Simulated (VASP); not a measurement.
# PC2 (R-3m) in VASP: a series of runs

Runs on PC2. Level: PBE. Tasks: single point, relaxation of cell and atoms.

Everything below comes from runs of VASP 6.6.1. Logs are shortened: lines on timing, memory, paths and dates and some standing lists are left out, and cuts for length are marked.

### 1 The cell of the first run

Symmetry: R-3m, No. 166, trigonal system. Conventional cell: a = 2.962 Å, b = 2.962 Å, c = 12.823 Å, α = 90.00°, β = 90.00°, γ = 120.00°. Within 2.5 Å of P (site symmetry -3m) lie 6 C at 1.91 Å. Within 2.5 Å of C (site symmetry 3m) lie 3 P at 1.91 Å and 3 C at 2.41 Å.

### 2 Single point, PBE

Input file INCAR:

```
PREC = Accurate
ENCUT = 520
EDIFF = 1E-6
ISMEAR = 0
SIGMA = 0.2
LREAL = F
LASPH = T
NELM = 60
ALGO = Normal
ISIF = 2
LWAVE = F
LCHARG = F
GGA = PE
NBANDS = 14
```

Input file KPOINTS:

```
Automatic mesh
0
Gamma
  8 8 8
```

Input file POSCAR:

```
PC2
1.0
    1.4809722920      0.8550397501      4.2743826799
   -1.4809722920      0.8550397501      4.2743826799
    0.0000000000     -1.7100795042      4.2743826791
P C
1 2
Direct
    0.0000000000      0.0000000000      0.0000000000
    0.2673380258      0.2673380258      0.2673380258
    0.7326619742      0.7326619742      0.7326619742
```

Potentials or basis: VASP PAW PBE potentials, release 64 (P, C).

Started as:

```
$ cat potpaw_PBE.64/P/POTCAR potpaw_PBE.64/C/POTCAR > POTCAR
$ mpirun -np 1 vasp_std > vasp.out
```

OUTCAR:

```text
PREC = Accurate
   ENCUT = 520
   EDIFF = 1E-6
   ISMEAR = 0
   LREAL = F
   LASPH = T
   NELM = 60
   ISIF = 2
   GGA = PE

 ion  position               nearest neighbor table
   1  0.000  0.000  0.000-   3 1.91   2 1.91   3 1.91   3 1.91   2 1.91   2 1.91
   2  0.267  0.267  0.267-   1 1.91   1 1.91   1 1.91
   3  0.733  0.733  0.733-   1 1.91   1 1.91   1 1.91

  LATTYP: Found a trigonal (rhomboedric) cell.
 ALAT       =     4.6037722791
 COS(alpha) =     0.7930353397

  Lattice vectors:

 A1 = (   1.4809722920,   0.8550397501,   4.2743826799)
 A2 = (  -1.4809722920,   0.8550397501,   4.2743826799)
 A3 = (   0.0000000000,  -1.7100795042,   4.2743826791)

Analysis of symmetry for initial positions (statically):
=====================================================================
 Subroutine PRICEL returns:
 Original cell was already a primitive cell.

 Routine SETGRP: Setting up the symmetry group for a
 trigonal (rhombohedral) supercell.

 Subroutine GETGRP returns: Found 12 space group operations
 (whereof 12 operations were pure point group operations)
 out of a pool of 12 trial point group operations.

The static configuration has the point symmetry D_3d.

Analysis of symmetry for dynamics (positions and initial velocities):
=====================================================================
 Subroutine PRICEL returns:
 Original cell was already a primitive cell.

 Routine SETGRP: Setting up the symmetry group for a
 trigonal (rhombohedral) supercell.

 Subroutine GETGRP returns: Found 12 space group operations
 (whereof 12 operations were pure point group operations)
 out of a pool of 12 trial point group operations.

The dynamic configuration has the point symmetry D_3d.

 Subroutine INISYM returns: Found 12 space group operations
 (whereof 12 operations are pure point group operations),
 and found     1 'primitive' translations

----------------------------------------------------------------------------------------

                                     Primitive cell

  volume of cell :      32.4757

  direct lattice vectors                    reciprocal lattice vectors
     1.480972292  0.855039750  4.274382680     0.337616040  0.194922711  0.077983971
    -1.480972292  0.855039750  4.274382680    -0.337616040  0.194922711  0.077983971
     0.000000000 -1.710079504  4.274382679     0.000000000 -0.389845423  0.077983971

  length of vectors
     4.603772279  4.603772279  4.603772279     0.397568803  0.397568803  0.397568803

  position of ions in fractional coordinates (direct lattice)
     0.000000000  0.000000000  0.000000000
     0.267338026  0.267338026  0.267338026
     0.732661974  0.732661974  0.732661974

  ion indices of the primitive-cell ions
   primitive index   ion index
                 1           1
                 2           2
                 3           3

----------------------------------------------------------------------------------------

 KPOINTS: Automatic mesh

Automatic generation of k-mesh.
 Grid dimensions read from file:
 generate k-points for:    8    8    8

 Generating k-lattice:

  Cartesian coordinates                     Fractional coordinates (reciprocal lattice)
     0.042202005  0.024365339  0.009747996     0.125000000  0.000000000  0.000000000
    -0.042202005  0.024365339  0.009747996     0.000000000  0.125000000  0.000000000
     0.000000000 -0.048730678  0.009747996     0.000000000  0.000000000  0.125000000

  Length of vectors
     0.049696100  0.049696100  0.049696100

  Shift w.r.t. Gamma in fractional coordinates (k-lattice)
     0.000000000  0.000000000  0.000000000

 Subroutine IBZKPT returns following result:
 ===========================================

 Found     65 irreducible k-points:

 Following reciprocal coordinates:
            Coordinates               Weight
  0.000000  0.000000  0.000000      1.000000
  0.125000  0.000000  0.000000      6.000000
  0.250000  0.000000  0.000000      6.000000
  0.375000  0.000000  0.000000      6.000000
  0.500000  0.000000  0.000000      3.000000
  0.125000  0.125000  0.000000      6.000000
[... 16 lines left out ...]
  0.250000  0.125000  0.125000      6.000000
  0.375000  0.125000  0.125000      6.000000
 [... further k-points ...]
   k-points           NKPTS =     65   k-points in BZ     NKDIM =     65   number of bands    NBANDS=     14
   number of dos      NEDOS =    301   number of ions     NIONS =      3
   total plane-waves  NPLWV =  46656
   dimension x,y,z NGX =    36 NGY =   36 NGZ =   36
   dimension x,y,z NGXF=    72 NGYF=   72 NGZF=   72
   ions per type =               1   2
   NGX,Y,Z   is equivalent  to a cutoff of  13.00, 13.00, 13.00 a.u.
   NGXF,Y,Z  is equivalent  to a cutoff of  26.00, 26.00, 26.00 a.u.
 SYSTEM =  unknown system
   PREC   = accura    normal or accurate (medium, high low for compatibility)
   ISTART =      0    job   : 0-new  1-cont  2-samecut
   ICHARG =      2    charge: 1-file 2-atom 10-const
   ISPIN  =      1    spin polarized calculation?
   LNONCOLLINEAR =      F non collinear calculations
   LSORBIT =      F    spin-orbit coupling
   LASPH  =      T    aspherical Exc in radial PAW
   ENCUT  =  520.0 eV  38.22 Ry    6.18 a.u.   8.56  8.56  8.56*2*pi/ulx,y,z
   NELM   =     60;   NELMIN=  2; NELMDL= -5     # of ELM steps
   EDIFF  = 0.1E-05   stopping-criterion for ELM
   LREAL  =      F    real-space projection
   EDIFFG = 0.1E-04   stopping-criterion for IOM
   NSW    =      0    number of steps for IOM
   IBRION =     -1    ionic relax: 0-MD 1-quasi-New 2-CG
   NFREE  =      0    steps in history (QN), initial steepest desc. (CG)
   ISIF   =      2    stress and relaxation
   ISYM   =      2    0-nonsym 1-usesym 2-fastsym
   POTIM  = 0.5000    time-step for ionic-motion
   TEBEG  =    0.0;   TEEND  =   0.0 temperature during run
   PSTRESS=    0.0 pullay stress
   NELECT =      13.0000    total number of electrons
   NUPDOWN=      -1.0000    fix difference up-down
   EMIN   =  10.00;   EMAX   =-10.00  energy-range for DOS
   EFERMI =   0.00;   METHOD = LEGACY
   ISMEAR =     0;   SIGMA  =   0.20  broadening in eV -4-tet -1-fermi 0-gaus
   EFERMI_NEDOS =   21; number of points for ismear=-14 and -15
   IALGO  =     38    algorithm
   IMIX   =      4    mixing-type and parameters
     AMIX     =   0.40;   BMIX     =  1.00
     AMIX_MAG =   1.60;   BMIX_MAG =  1.00
  volume/ion in A,a.u.               =      10.83        73.05
  Fermi-wavevector in a.u.,A,eV,Ry     =   1.206526  2.280003 19.806066  1.455705
  Thomas-Fermi vector in A             =   2.342191
   LORBIT       =      0    0 simple, 1 ext, 2 COOP (PROOUT), +10 PAW based schemes
   GGA     = PE    functional components
   LHFCALC =     F    Hartree Fock is set to
   AEXX    =    0.0000 exact exchange contribution
   IVDW    =     0    specifies the selected vdW correction
   LEPSILON=     F    determine dielectric tensor
   LRPA    =     F    only Hartree local field effects (RPA)
 non-spin polarized calculation
 Gauss-broadening in eV      SIGMA  =   0.20
  energy-cutoff  :      520.00
  volume of cell :       32.48
 maximum number of plane-waves:       901
 NGX is ok and might be reduce to    36
   NGX = 17   NGY = 17   NGZ = 17

 number of electron      13.0000000 magnetization

 Free energy of the ion-electron system (eV)
  ---------------------------------------------------
  ext. energy  EPLUGINS =         0.00000000
  ---------------------------------------------------
  free energy    TOTEN  =       -17.69971890 eV

  energy without entropy =      -17.67839357  energy(sigma->0) =      -17.68905623

 E-fermi :   6.1142     XC(G=0): -10.8004

 val. band max:        6.0848187080   @ k =   0.5000   0.5000   0.0000
 cond. band min:       6.1533357633   @ k =  -0.2500  -0.3750   0.1250
 fundamental gap:      0.0685170552
 Fermi energy:         6.1142412852

 k-point     1 :       0.0000    0.0000    0.0000
  band No.  band energies     occupation
      1     -12.3829      2.00000
      2      -3.9806      2.00000
      3       1.5404      2.00000
      4       4.4801      2.00000
      5       4.4801      2.00000
      6       4.5522      2.00000
      7       4.5522      2.00000
      8       8.6430      0.00000
      9      10.8873      0.00000
     10      11.8408      0.00000
     11      13.5247      0.00000
     12      13.5247      0.00000
     13      17.8013      0.00000
     14      17.8013      0.00000

 k-point     2 :       0.1250    0.0000    0.0000
  band No.  band energies     occupation
      1     -12.0711      2.00000
      2      -3.8097      2.00000
      3       1.8420      2.00000
      4       1.9690      2.00000
      5       3.0293      2.00000
      6       4.6071      2.00000
      7       5.8014      1.97305
      8       8.7486      0.00000
      9      11.4894      0.00000
     10      12.2952      0.00000
     11      13.7555      0.00000
     12      13.7776      0.00000
     13      17.9244      0.00000
     14      18.6590      0.00000

 k-point     3 :       0.2500    0.0000    0.0000
  band No.  band energies     occupation
      1     -11.1413      2.00000
      2      -3.5362      2.00000
      3      -0.9510      2.00000
      4       1.7976      2.00000
      5       2.6479      2.00000
      6       3.3366      2.00000
      7       6.3367      0.11579
      8       7.7247      0.00000
      9      10.9918      0.00000
     10      13.3641      0.00000
     11      15.0337      0.00000
     12      16.3801      0.00000
     13      18.2593      0.00000
     14      19.9418      0.00000
[... 324 lines left out ...]
 k-point    23 :       0.2500    0.1250    0.1250
  band No.  band energies     occupation
      1     -12.0359      2.00000
      2      -4.1195      2.00000
      3       1.8716      2.00000
      4       2.5169      2.00000
      5       3.0488      2.00000
      6       4.6512      2.00000
      7       5.7682      1.98558
      8       8.5462      0.00000
      9      11.4922      0.00000
     10      12.2845      0.00000
     11      13.6860      0.00000
     12      13.9126      0.00000
     13      17.7377      0.00000
     14      18.8425      0.00000

 k-point    24 :       0.3750    0.1250    0.1250
  band No.  band energies     occupation
      1     -11.0952      2.00000
      2      -3.8280      2.00000
      3      -1.0904      2.00000
      4       1.8040      2.00000
      5       3.3437      2.00000
      6       3.4581      2.00000
      7       6.3245      0.13709
      8       7.6922      0.00000
      9      10.9441      0.00000
     10      13.3383      0.00000
     11      14.9281      0.00000
     12      16.3833      0.00000
     13      18.1492      0.00000
     14      18.7041      0.00000

 [... further k-points ...]

------------------------ aborting loop because EDIFF is reached ----------------------------------------

  FORCE on cell =-STRESS in cart. coord.  units (eV):
  Direction    XX          YY          ZZ          XY          YZ          ZX
  --------------------------------------------------------------------------------------
  -------------------------------------------------------------------------------------
  Total       -0.0460546     -0.0460546     -0.0849023      0.0000000      0.0000000      0.0000000
  in kB       -2.2720890     -2.2720890     -4.1886304      0.0000000      0.0000000      0.0000000
  external PRESSURE =      -2.9109361 kB  Pullay stress =       0.0000000 kB

 VOLUME and BASIS-vectors are now :
 -----------------------------------------------------------------------------
  energy-cutoff  :      520.00
  volume of cell :       32.48
      direct lattice vectors                 reciprocal lattice vectors
     1.480972292  0.855039750  4.274382680     0.337616040  0.194922711  0.077983971
    -1.480972292  0.855039750  4.274382680    -0.337616040  0.194922711  0.077983971
     0.000000000 -1.710079504  4.274382679     0.000000000 -0.389845423  0.077983971

 POSITION                                       TOTAL-FORCE (eV/Angst)
 -----------------------------------------------------------------------------------
      0.00000      0.00000      0.00000         0.000000      0.000000     -0.000000
      0.00000     -0.00000      3.42812         0.000000     -0.000000      0.005497
      0.00000     -0.00000      9.39503         0.000000      0.000000     -0.005497
 -----------------------------------------------------------------------------------
    total drift:                               -0.000000      0.000000     -0.000000

  FREE ENERGIE OF THE ION-ELECTRON SYSTEM (eV)
  ---------------------------------------------------
  free  energy   TOTEN  =       -17.6997188987 eV

  energy  without entropy=      -17.6783935713  energy(sigma->0) =      -17.68905623
```

Wall time 58 s (1 thread of Intel Xeon Platinum 8488C (Sapphire Rapids), shared host); peak memory 0.2 GiB.

What came out:

- Free energy: -17.6997 eV
- Pressure: -0.3 GPa
- Largest force: 0.005 eV/Å

Forces in eV/Å, atoms in the order of the input:
```
P    0.000  0.000  0.000
C    0.000  0.000  0.005
C    0.000  0.000 -0.005
```

Levels at points of the mesh, in eV from the Fermi level:
| k point | band 5 | band 6 | band 7 | band 8 | band 9 | band 10 |
| --- | --- | --- | --- | --- | --- | --- |
| (0.00, 0.00, 0.00) | -1.63 | -1.56 | -1.56 | 2.53 | 4.77 | 5.73 |
| (0.50, 0.00, 0.00) | -5.37 | -1.17 | -0.59 | 0.11 | 3.68 | 7.53 |
| (0.50, 0.50, 0.00) | -5.49 | -0.28 | -0.03 | 0.53 | 4.37 | 8.37 |
| (0.50, 0.50, 0.50) | -1.48 | -1.48 | -1.01 | 0.35 | 4.52 | 5.78 |

[end of part 1 of 2]
